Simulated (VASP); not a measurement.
Here is a VASP 6.6.1 calculation.

Contents of INCAR:

```
PREC = Accurate ; ENCUT = 520
EDIFF = 1E-7 ; ISMEAR = -1
SIGMA = 0.06122561905347299 ; LREAL = False
LASPH = True ; NELM = 60
ALGO = Normal ; ISIF = 2
LWAVE = False ; LCHARG = False
GGA = PE ; NBANDS = 11
```

The input KPOINTS:

```
Automatic mesh
0
Gamma
  47 47 47
```

Contents of POSCAR:

```
Pd
1.0
    0.0000000000      1.9841419388      1.9841419388
    1.9841419388      0.0000000000      1.9841419388
    1.9841419388      1.9841419388      0.0000000000
Pd
1
Direct
    0.0000000000      0.0000000000      0.0000000000
```

Potentials or basis: VASP PAW PBE potentials, release 64 (Pd).

Launch:

```console
$ cat potpaw_PBE.64/Pd/POTCAR > POTCAR
$ mpirun -np 1 vasp_std > vasp.out
```

What does it give for the band gap on the k mesh?

Zero (band 5 reaches 9.10 eV, above the bottom of band 6 at 7.66 eV).

What does it give for the pressure?

-3.2 GPa.
